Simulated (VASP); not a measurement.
Ti, 2 atoms in the cell. It takes space group P6_3/mmc (No. 194, hexagonal). Conventional cell: a = 2.592 Å, b = 2.592 Å, c = 4.199 Å, α = 90.00°, β = 90.00°, γ = 120.00°. Within 3.4 Å of Ti (site symmetry -6m2) lie 12 Ti at 2.58 to 2.59 Å. 

| Item | Value |
| --- | --- |
| Program | VASP 6.6.1 |
| Task | relaxation of cell and atoms |
| Functional | PBE |
| Potentials or basis | VASP PAW PBE potentials, release 64 (Ti_sv) |
| Cutoff | 600 eV |
| k mesh | 17 × 17 × 9 |
| Occupations | fermi-dirac, width 0.1 eV |
| Spin | no spin polarisation |
| Target pressure | 68 GPa |
| Dipole correction | no |
| Further INCAR settings | ALGO = Normal; EDIFF = 1e-06; IBRION = 2; EDIFFG = -0.005; NSW = 60; ISIF = 3 |

Potentials or basis: VASP PAW PBE potentials, release 64 (Ti_sv).

Run with:

```bash
$ cat potpaw_PBE.64/Ti_sv/POTCAR > POTCAR
$ mpirun -np 1 vasp_std > vasp.out
```

Hardware: 1 thread of Intel(R) Xeon(R) 6975P-C (Granite Rapids), with other jobs on the host.

Task: Estimate the wall time of this run.

Result: Wall time 2.7 min on 1 thread of Intel(R) Xeon(R) 6975P-C (Granite Rapids), with other jobs on the host, peak memory 0.2 GiB. Counts: scf iterations 49, k points 165, ion steps 7.
